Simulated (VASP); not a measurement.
# ScPb (P-6m2) in VASP: a series of runs

Runs on ScPb. Level: PBE. Tasks: single point, relaxation of cell and atoms.

Program: VASP 6.6.1. These are calculated values, not measurements. Logs are shortened: lines on timing, memory, paths and dates and some standing lists are left out, and cuts for length are marked.

### 1 The cell of the first run

The structure is hexagonal, space group P-6m2 (No. 187). The conventional cell has a = 3.544 Å, b = 3.544 Å, c = 4.721 Å, α = 90.00°, β = 90.00°, γ = 120.00°. Sc (site symmetry -6m2) has 6 Pb at 3.12 Å and 6 Sc at 3.54 Å within 4.1 Å. Pb (site symmetry -6m2) has 6 Sc at 3.12 Å and 6 Pb at 3.54 Å within 4.1 Å.

### 2 Single point, PBE

Input file INCAR:

```
ALGO     = Normal         # electronic algorithm
EDIFF    = 1E-6           # SCF threshold, eV
ENCUT    = 520            # plane-wave cutoff, eV
GGA      = PE             # functional
ISIF     = 2              # what is computed and relaxed
ISMEAR   = 0              # smearing method
LASPH    = True           # aspherical terms in the spheres
LCHARG   = True           # write CHGCAR
LELF     = True           # ELF
LREAL    = False          # projectors in reciprocal space
LVHAR    = True         
LWAVE    = False          # write WAVECAR
NBANDS   = 20             # bands
NELM     = 100            # most SCF steps
PREC     = Accurate       # precision mode
SIGMA    = 0.1            # smearing width, eV
```

Input file KPOINTS:

```
k-points
0
Gamma
  6 6 4
```

Input file POSCAR:

```
ScPb
1.0
    3.5440910289      0.0000000000      0.0000000000
   -1.7720455145      3.0692728643      0.0000000000
    0.0000000000      0.0000000000      4.7208297093
Sc Pb
1 1
Direct
    0.0000000000      0.0000000000      0.5000000000
    0.6666666667      0.3333333333      0.0000000000
```

Potentials or basis: VASP PAW PBE potentials, release 64 (Sc_sv, Pb_d).

On the command line:

```bash
$ cat potpaw_PBE.64/Sc_sv/POTCAR potpaw_PBE.64/Pb_d/POTCAR > POTCAR
$ mpirun -np 1 vasp_std > vasp.out
```

OUTCAR:

```text
EDIFF = 1E-6
   ENCUT = 520
   GGA = PE
   ISIF = 2
   ISMEAR = 0
   LASPH = True
   LREAL = False
   NELM = 100
   PREC = Accurate

 ion  position               nearest neighbor table
   1  0.000  0.000  0.500-   2 3.12   2 3.12   2 3.12   2 3.12   2 3.12   2 3.12
   2  0.667  0.333  0.000-   1 3.12   1 3.12   1 3.12   1 3.12   1 3.12   1 3.12

  LATTYP: Found a hexagonal cell.
 ALAT       =     3.5440910289
 C/A-ratio  =     1.3320283454

  Lattice vectors:

 A1 = (   3.5440910289,   0.0000000000,   0.0000000000)
 A2 = (  -1.7720455145,   3.0692728643,   0.0000000000)
 A3 = (   0.0000000000,   0.0000000000,   4.7208297093)

Analysis of symmetry for initial positions (statically):
=====================================================================
 Subroutine PRICEL returns:
 Original cell was already a primitive cell.

 Routine SETGRP: Setting up the symmetry group for a
 hexagonal supercell.

 Subroutine GETGRP returns: Found 12 space group operations
 (whereof 12 operations were pure point group operations)
 out of a pool of 24 trial point group operations.

The static configuration has the point symmetry D_3h.

Analysis of symmetry for dynamics (positions and initial velocities):
=====================================================================
 Subroutine PRICEL returns:
 Original cell was already a primitive cell.

 Routine SETGRP: Setting up the symmetry group for a
 hexagonal supercell.

 Subroutine GETGRP returns: Found 12 space group operations
 (whereof 12 operations were pure point group operations)
 out of a pool of 24 trial point group operations.

The dynamic configuration has the point symmetry D_3h.

 Subroutine INISYM returns: Found 12 space group operations
 (whereof 12 operations are pure point group operations),
 and found     1 'primitive' translations

----------------------------------------------------------------------------------------

                                     Primitive cell

  volume of cell :      51.3522

  direct lattice vectors                    reciprocal lattice vectors
     3.544091029  0.000000000  0.000000000     0.282159796  0.162905034  0.000000000
    -1.772045515  3.069272864  0.000000000     0.000000000  0.325810068  0.000000000
     0.000000000  0.000000000  4.720829709     0.000000000  0.000000000  0.211827171

  length of vectors
     3.544091029  3.544091029  4.720829709     0.325810068  0.325810068  0.211827171

  position of ions in fractional coordinates (direct lattice)
     0.000000000  0.000000000  0.500000000
     0.666666667  0.333333333  0.000000000

  ion indices of the primitive-cell ions
   primitive index   ion index
                 1           1
                 2           2

----------------------------------------------------------------------------------------

 KPOINTS: k-points

Automatic generation of k-mesh.
 Grid dimensions read from file:
 generate k-points for:    6    6    4

 Generating k-lattice:

  Cartesian coordinates                     Fractional coordinates (reciprocal lattice)
     0.047026633  0.027150839  0.000000000     0.166666667 -0.000000000  0.000000000
     0.000000000  0.054301678  0.000000000     0.000000000  0.166666667  0.000000000
     0.000000000  0.000000000  0.052956793     0.000000000  0.000000000  0.250000000

  Length of vectors
     0.054301678  0.054301678  0.052956793

  Shift w.r.t. Gamma in fractional coordinates (k-lattice)
     0.000000000  0.000000000  0.000000000

 Subroutine IBZKPT returns following result:
 ===========================================

 Found     21 irreducible k-points:

 Following reciprocal coordinates:
            Coordinates               Weight
  0.000000  0.000000  0.000000      1.000000
  0.166667  0.000000  0.000000      6.000000
  0.333333 -0.000000  0.000000      6.000000
  0.500000 -0.000000  0.000000      3.000000
  0.166667  0.166667  0.000000      6.000000
  0.333333  0.166667  0.000000     12.000000
[... 13 lines left out ...]
  0.333333  0.166667  0.500000     12.000000
  0.333333  0.333333  0.500000      2.000000
   k-points           NKPTS =     21   k-points in BZ     NKDIM =     21   number of bands    NBANDS=     20
   number of dos      NEDOS =    301   number of ions     NIONS =      2
   total plane-waves  NPLWV =  28224
   dimension x,y,z NGX =    28 NGY =   28 NGZ =   36
   dimension x,y,z NGXF=    56 NGYF=   56 NGZF=   72
   ions per type =               1   1
   NGX,Y,Z   is equivalent  to a cutoff of  13.13, 13.13, 12.68 a.u.
   NGXF,Y,Z  is equivalent  to a cutoff of  26.27, 26.27, 25.36 a.u.
 SYSTEM =  unknown system
   PREC   = accura    normal or accurate (medium, high low for compatibility)
   ISTART =      0    job   : 0-new  1-cont  2-samecut
   ICHARG =      2    charge: 1-file 2-atom 10-const
   ISPIN  =      1    spin polarized calculation?
   LNONCOLLINEAR =      F non collinear calculations
   LSORBIT =      F    spin-orbit coupling
   LASPH  =      T    aspherical Exc in radial PAW
   ENCUT  =  520.0 eV  38.22 Ry    6.18 a.u.   6.59  6.59  8.78*2*pi/ulx,y,z
   NELM   =    100;   NELMIN=  2; NELMDL= -5     # of ELM steps
   EDIFF  = 0.1E-05   stopping-criterion for ELM
   LREAL  =      F    real-space projection
   EDIFFG = 0.1E-04   stopping-criterion for IOM
   NSW    =      0    number of steps for IOM
   IBRION =     -1    ionic relax: 0-MD 1-quasi-New 2-CG
   NFREE  =      0    steps in history (QN), initial steepest desc. (CG)
   ISIF   =      2    stress and relaxation
   ISYM   =      2    0-nonsym 1-usesym 2-fastsym
   POTIM  = 0.5000    time-step for ionic-motion
   TEBEG  =    0.0;   TEEND  =   0.0 temperature during run
   PSTRESS=    0.0 pullay stress
   NELECT =      25.0000    total number of electrons
   NUPDOWN=      -1.0000    fix difference up-down
   EMIN   =  10.00;   EMAX   =-10.00  energy-range for DOS
   EFERMI =   0.00;   METHOD = LEGACY
   ISMEAR =     0;   SIGMA  =   0.10  broadening in eV -4-tet -1-fermi 0-gaus
   EFERMI_NEDOS =   21; number of points for ismear=-14 and -15
   IALGO  =     38    algorithm
   IMIX   =      4    mixing-type and parameters
     AMIX     =   0.40;   BMIX     =  1.00
     AMIX_MAG =   1.60;   BMIX_MAG =  1.00
  volume/ion in A,a.u.               =      25.68       173.27
  Fermi-wavevector in a.u.,A,eV,Ry     =   1.287860  2.433702 22.566391  1.658583
  Thomas-Fermi vector in A             =   2.419849
   LORBIT       =      0    0 simple, 1 ext, 2 COOP (PROOUT), +10 PAW based schemes
   GGA     = PE    functional components
   LHFCALC =     F    Hartree Fock is set to
   AEXX    =    0.0000 exact exchange contribution
   IVDW    =     0    specifies the selected vdW correction
   LEPSILON=     F    determine dielectric tensor
   LRPA    =     F    only Hartree local field effects (RPA)
 non-spin polarized calculation
 Gauss-broadening in eV      SIGMA  =   0.10
  energy-cutoff  :      520.00
  volume of cell :       51.35
 maximum number of plane-waves:      1404
 NGX is ok and might be reduce to    28
   NGX = 13   NGY = 13   NGZ = 17

 number of electron      24.9999994 magnetization

 Free energy of the ion-electron system (eV)
  ---------------------------------------------------
  ext. energy  EPLUGINS =         0.00000000
  ---------------------------------------------------
  free energy    TOTEN  =       -10.34420012 eV

  energy without entropy =      -10.33736031  energy(sigma->0) =      -10.34078021

 E-fermi :   6.2942     XC(G=0): -10.3430

 val. band max:        6.2106413089   @ k =   0.3333   0.1667   0.5000
 cond. band min:       6.3766350325   @ k =   0.3333  -0.0000   0.2500
 fundamental gap:      0.1659937236
 Fermi energy:         6.2941829188

 k-point     1 :       0.0000    0.0000    0.0000
  band No.  band energies     occupation
      1     -43.6821      2.00000
      2     -22.3300      2.00000
      3     -22.2362      2.00000
      4     -22.2362      2.00000
      5     -10.4150      2.00000
      6     -10.4150      2.00000
[... 12 lines left out ...]
     19      12.9226      0.00000
     20      15.0750      0.00000

 k-point     2 :       0.1667    0.0000    0.0000
  band No.  band energies     occupation
      1     -43.6786      2.00000
      2     -22.3256      2.00000
      3     -22.2705      2.00000
      4     -22.2443      2.00000
      5     -10.4356      2.00000
      6     -10.3591      2.00000
[... 12 lines left out ...]
     19      11.7100      0.00000
     20      15.0180      0.00000

 k-point     3 :       0.3333   -0.0000    0.0000
  band No.  band energies     occupation
      1     -43.6718      2.00000
      2     -22.3384      2.00000
      3     -22.3168      2.00000
      4     -22.2603      2.00000
      5     -10.4814      2.00000
      6     -10.3589      2.00000
[... 12 lines left out ...]
     19      10.3999      0.00000
     20      14.2021      0.00000

 k-point     4 :       0.5000   -0.0000    0.0000
  band No.  band energies     occupation
      1     -43.6683      2.00000
      2     -22.3719      2.00000
      3     -22.3123      2.00000
      4     -22.2683      2.00000
      5     -10.5047      2.00000
      6     -10.3872      2.00000
[... 12 lines left out ...]
     19      10.2525      0.00000
     20      12.9281      0.00000

 k-point     5 :       0.1667    0.1667    0.0000
  band No.  band energies     occupation
      1     -43.6735      2.00000
      2     -22.3190      2.00000
      3     -22.3150      2.00000
      4     -22.2628      2.00000
      5     -10.4279      2.00000
      6     -10.3520      2.00000
[... 12 lines left out ...]
     19      10.8829      0.00000
     20      15.5693      0.00000

 k-point     6 :       0.3333    0.1667    0.0000
  band No.  band energies     occupation
      1     -43.6683      2.00000
      2     -22.3546      2.00000
      3     -22.3123      2.00000
      4     -22.2859      2.00000
      5     -10.4380      2.00000
      6     -10.3749      2.00000
[... 12 lines left out ...]
     19      10.8789      0.00000
     20      13.9419      0.00000

 k-point     7 :       0.3333    0.3333    0.0000
  band No.  band energies     occupation
      1     -43.6666      2.00000
      2     -22.3334      2.00000
      3     -22.3281      2.00000
      4     -22.3101      2.00000
      5     -10.3686      2.00000
      6     -10.3447      2.00000
[... 12 lines left out ...]
     19      12.7576      0.00000
     20      12.9141      0.00000
[... 208 lines left out ...]
 k-point    17 :       0.3333   -0.0000    0.5000
  band No.  band energies     occupation
      1     -43.6716      2.00000
      2     -22.3367      2.00000
      3     -22.3213      2.00000
      4     -22.2609      2.00000
      5     -10.4756      2.00000
      6     -10.3754      2.00000
[... 12 lines left out ...]
     19      12.0544      0.00000
     20      13.8118      0.00000

 k-point    18 :       0.5000   -0.0000    0.5000
  band No.  band energies     occupation
      1     -43.6682      2.00000
      2     -22.3697      2.00000
      3     -22.3153      2.00000
      4     -22.2691      2.00000
      5     -10.4964      2.00000
      6     -10.4081      2.00000
[... 12 lines left out ...]
     19      11.8255      0.00000
     20      13.4095      0.00000

 k-point    19 :       0.1667    0.1667    0.5000
  band No.  band energies     occupation
      1     -43.6733      2.00000
      2     -22.3244      2.00000
      3     -22.3138      2.00000
      4     -22.2632      2.00000
      5     -10.4257      2.00000
      6     -10.3521      2.00000
[... 12 lines left out ...]
     19      13.3801      0.00000
     20      14.0496      0.00000

 k-point    20 :       0.3333    0.1667    0.5000
  band No.  band energies     occupation
      1     -43.6682      2.00000
      2     -22.3528      2.00000
      3     -22.3153      2.00000
      4     -22.2862      2.00000
      5     -10.4311      2.00000
      6     -10.3900      2.00000
[... 12 lines left out ...]
     19      10.9888      0.00000
     20      12.7555      0.00000

 k-point    21 :       0.3333    0.3333    0.5000
  band No.  band energies     occupation
      1     -43.6665      2.00000
      2     -22.3307      2.00000
      3     -22.3292      2.00000
      4     -22.3122      2.00000
      5     -10.3702      2.00000
      6     -10.3553      2.00000
[... 12 lines left out ...]
     19      10.4579      0.00000
     20      10.9080      0.00000

------------------------ aborting loop because EDIFF is reached ----------------------------------------

  FORCE on cell =-STRESS in cart. coord.  units (eV):
  Direction    XX          YY          ZZ          XY          YZ          ZX
  --------------------------------------------------------------------------------------
  -------------------------------------------------------------------------------------
  Total        0.0141105      0.0141105      0.1155104     -0.0000000      0.0000000      0.0000000
  in kB        0.4402441      0.4402441      3.6039032     -0.0000000      0.0000000      0.0000000
  external PRESSURE =       1.4947971 kB  Pullay stress =       0.0000000 kB

 VOLUME and BASIS-vectors are now :
 -----------------------------------------------------------------------------
  energy-cutoff  :      520.00
  volume of cell :       51.35
      direct lattice vectors                 reciprocal lattice vectors
     3.544091029  0.000000000  0.000000000     0.282159796  0.162905034  0.000000000
    -1.772045515  3.069272864  0.000000000     0.000000000  0.325810068  0.000000000
     0.000000000  0.000000000  4.720829709     0.000000000  0.000000000  0.211827171

 POSITION                                       TOTAL-FORCE (eV/Angst)
 -----------------------------------------------------------------------------------
      0.00000      0.00000      2.36041        -0.000000      0.000000      0.000000
      1.77205      1.02309      0.00000         0.000000     -0.000000      0.000000
 -----------------------------------------------------------------------------------
    total drift:                                0.000000     -0.000000      0.000000

  FREE ENERGIE OF THE ION-ELECTRON SYSTEM (eV)
  ---------------------------------------------------
  free  energy   TOTEN  =       -10.3442001158 eV

  energy  without entropy=      -10.3373603134  energy(sigma->0) =      -10.34078021
```

Run time: 15 s. Hardware: 1 thread of AMD EPYC 9R45 (Zen 5), shared host; peak memory 0.15 GiB.

Results:

| Property | Result |
| --- | --- |
| Free energy | -10.3442 eV |
| Pressure | 0.1 GPa |
| Band gap on the k mesh | zero (an odd number of electrons rules out a gap without spin polarisation) |

Stress tensor (GPa, compression positive):
```
0.04 0.00 0.00
0.00 0.04 0.00
0.00 0.00 0.36
```

Caveat: spin-orbit coupling is left out, which moves the levels of the heavy elements.

[end of part 1 of 2]
